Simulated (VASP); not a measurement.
The system is Hg.

```
CELL_PARAMETERS angstrom
2.92083 0.00000 0.00000
0.00000 2.92083 0.00000
0.00000 0.00000 2.92083
ATOMIC_POSITIONS crystal
Hg 0.00000 0.00000 0.00000
```

| Quantity | Value |
| --- | --- |
| Program | VASP 6.6.1 |
| Task | relaxation of cell and atoms |
| Functional | PBE |
| Potentials or basis | VASP PAW PBE potentials, release 64 (Hg_sv_GW) |
| Cutoff | 500 eV |
| k mesh | 11 × 11 × 11 |
| Occupations | fermi-dirac, width 0.1 eV |
| Spin | no spin polarisation |

At the start: pressure 4.6 GPa; volume 24.92 Å³/atom.

Problem. Where does the relaxation end?

Solution. Over 3 steps the energy falls by 29.7 meV/atom and the volume is 27.26 Å³/atom (+9.4 %); space group Pm-3m (No. 221, to 0.1 Å) before and after.

Step by step:
| step | energy change (eV) | largest force (eV/Å) | pressure (GPa) | volume (Å³) |
| --- | --- | --- | --- | --- |
| 1 | 0.0000 | 0.0000 | 4.56 | 24.92 |
| 2 | -0.0293 | 0.0000 | -0.39 | 27.57 |
| 3 | -0.0297 | 0.0000 | 0.01 | 27.26 |

Final structure:
```
Hg
1.0
     3.00942    0.00000    0.00000
     0.00000    3.00942    0.00000
     0.00000    0.00000    3.00942
Hg
1
Cartesian
  0.0000 0.0000 0.0000
```
